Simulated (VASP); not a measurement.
Here is a VASP 6.6.1 calculation.

INCAR

```
SYSTEM = Hf
PREC = Accurate ; ENCUT = 520
EDIFF = 1E-6 ; ISMEAR = 0
SIGMA = 0.15 ; LREAL = .False.
LASPH = .True. ; NELM = 100
ALGO = Normal ; ISIF = 2
LWAVE = .False. ; LCHARG = .False.
GGA = PS ; NBANDS = 11
```

The input KPOINTS:

```
Automatic mesh
0
Gamma
  18 18 18
  0 0 0
```

File POSCAR:

```
Hf
1.0
    0.0000000000      2.3088000000      2.0424000000
    2.3088000000      0.0000000000      2.0424000000
    2.3088000000      2.3088000000      0.0000000000
Hf
1
Direct
    0.0000000000      0.0000000000      0.0000000000
```

Potentials or basis: VASP PAW PBE potentials, release 64 (Hf_pv).

The run is started by

```sh
$ cat potpaw_PBE.64/Hf_pv/POTCAR > POTCAR
$ mpirun -np 1 vasp_std > vasp.out
```

(1) Estimate the pressure.

(2) Estimate the band gap on the k mesh.

Results:

(1) -1.5 GPa.

(2) zero (bands 5 and 6 overlap by 2.13 eV).

Caveat: the cell differs from its parent crystal (strain +0.040 along x and y, -0.080 along z); the PAW data sets were made with another functional, which shifts forces and pressure a little; spin-orbit coupling is left out, which moves the levels of the heavy elements.
